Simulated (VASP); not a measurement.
Here is a VASP 6.6.1 calculation.

The input POSCAR:

```
BeS
1.0
    0.0000000000      2.4343556571      2.4343556571
    2.4343556571      0.0000000000      2.4343556571
    2.4343556571      2.4343556571      0.0000000000
Be S
1 1
Direct
    0.0000000000      0.0000000000      0.0000000000
    0.2500000000      0.2500000000      0.2500000000
```

Contents of INCAR.step1:

```
PREC     = Accurate       # precision mode
ENCUT    = 660            # plane-wave cutoff, eV
ISMEAR   = -1             # smearing method
SIGMA    = 0.02           # smearing width, eV
LREAL    = False          # projectors in reciprocal space
LASPH    = True           # aspherical terms in the spheres
NELM     = 120            # most SCF steps
NBANDS   = 11             # bands
GGA      = PE             # functional
ALGO     = Normal         # electronic algorithm
EDIFF    = 1E-5           # SCF threshold, eV
LWAVE    = True           # write WAVECAR
LCHARG   = False          # write CHGCAR
GGA_COMPAT= False
```

The input INCAR.step2:

```
PREC     = Accurate       # precision mode
ENCUT    = 660            # plane-wave cutoff, eV
EDIFF    = 1E-6           # SCF threshold, eV
ISMEAR   = -1             # smearing method
SIGMA    = 0.02           # smearing width, eV
LREAL    = False          # projectors in reciprocal space
LASPH    = True           # aspherical terms in the spheres
NELM     = 120            # most SCF steps
ALGO     = Normal         # electronic algorithm
ISIF     = 2              # what is computed and relaxed
LWAVE    = False          # write WAVECAR
LCHARG   = False          # write CHGCAR
METAGGA  = R2SCAN         # meta-GGA
LMIXTAU  = True         
NBANDS   = 11             # bands
ISTART   = 1            
GGA_COMPAT= False
```

Contents of KPOINTS:

```
Automatic mesh
0
Gamma
  9 9 9
```

Potentials or basis: VASP PAW PBE potentials, release 64 (Be, S).

Command:

```sh
$ cat potpaw_PBE.64/Be/POTCAR potpaw_PBE.64/S/POTCAR > POTCAR
$ cp INCAR.step1 INCAR
$ mpirun -np 1 vasp_std > vasp.out
$ cp INCAR.step2 INCAR
$ mpirun -np 1 vasp_std > vasp.out
```

Problem. Predict the band gap on the k mesh.

Solution. 3.70 eV, indirect (least direct gap 6.26 eV).

Problem. What does it give for the pressure?

Solution. 0.3 GPa.

Caveat: the PAW data sets were made with another functional, which shifts forces and pressure a little. r2SCAN opens gaps a little over a GGA but as a rule still falls short of measured ones.
